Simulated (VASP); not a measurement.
A run of VASP 6.6.1 is set up as follows.

Contents of INCAR:

```
PREC = Accurate ; ENCUT = 520
EDIFF = 1E-7 ; ISMEAR = -1
SIGMA = 0.03 ; LREAL = False
LASPH = True ; NELM = 80
ALGO = Normal ; ISIF = 2
LWAVE = False ; LCHARG = True
GGA = PE ; LELF = True
LVHAR = True ; NBANDS = 15
```

File KPOINTS:

```
regular mesh
0
Gamma
  7 7 7
```

File POSCAR:

```
RbBr
1.0
    0.0000000000      3.3246750000      3.4275000000
    3.3246750000      0.0000000000      3.4275000000
    3.3246750000      3.3246750000      0.0000000000
Rb Br
1 1
Direct
    0.0000000000      0.0000000000      0.0000000000
    0.5000000000      0.5000000000      0.5000000000
```

Potentials or basis: VASP PAW PBE potentials, release 64 (Rb_sv, Br).

Launch:

```bash
$ cat potpaw_PBE.64/Rb_sv/POTCAR potpaw_PBE.64/Br/POTCAR > POTCAR
$ mpirun -np 1 vasp_std > vasp.out
```

(1) Estimate the band gap on the k mesh.

(2) What does it give for the pressure?

Answers

(1) 4.50 eV, direct.

(2) 2.2 GPa.

Caveat: the cell differs from its parent crystal (x and y stretched by -3 %, z held).
